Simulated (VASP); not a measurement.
The system is Zn4O.

```
CELL_PARAMETERS angstrom
0.00000 4.19826 4.19826
4.19826 0.00000 4.19826
4.19826 4.19826 0.00000
ATOMIC_POSITIONS crystal
Zn 0.38388 0.38388 0.38388
Zn 0.38388 0.38388 0.84836
Zn 0.38388 0.84836 0.38388
Zn 0.84836 0.38388 0.38388
Zn 0.86612 0.86612 0.40164
Zn 0.86612 0.86612 0.86612
Zn 0.86612 0.40164 0.86612
Zn 0.40164 0.86612 0.86612
O 0.00000 0.00000 0.00000
O 0.25000 0.25000 0.25000
```

The cell was generated, and may not be a known phase.

- Program: VASP 6.6.1
- Task: relaxation of cell and atoms
- Functional: PBE
- Potentials or basis: VASP PAW PBE potentials, release 64 (Zn, O)
- Cutoff: 600 eV
- k mesh: 4 × 4 × 4
- Occupations: gaussian, width 0.1 eV
- Spin: no spin polarisation

At the start: pressure 3.0 GPa; volume 14.80 Å³/atom.

Problem. How do energy, volume and symmetry change on relaxing?

Solution. Over 5 steps the energy falls by 24.8 meV/atom and the volume is 14.95 Å³/atom (+1.0 %); space group Fd-3m (No. 227, to 0.1 Å) before and after.

Step by step:
```
step  energy change (eV)  largest force (eV/Å)  pressure (GPa)  volume (Å³)
   1              0.0000                1.0027            3.01       147.99
   2             -0.2179                0.0721           -1.82       154.03
   3             -0.2198                0.1429           -1.46       153.49
   4             -0.2443                0.0527           -0.56       150.91
   5             -0.2480                0.0033            0.00       149.49
```

Final structure:
```
CELL_PARAMETERS angstrom
0.00000 4.21242 4.21242
4.21242 0.00000 4.21242
4.21242 4.21242 0.00000
ATOMIC_POSITIONS crystal
Zn 0.38801 0.38801 0.38801
Zn 0.38801 0.38801 0.83598
Zn 0.38801 0.83598 0.38801
Zn 0.83598 0.38801 0.38801
Zn 0.86199 0.86199 0.41402
Zn 0.86199 0.86199 0.86199
Zn 0.86199 0.41402 0.86199
Zn 0.41402 0.86199 0.86199
O 0.00000 0.00000 0.00000
O 0.25000 0.25000 0.25000
```
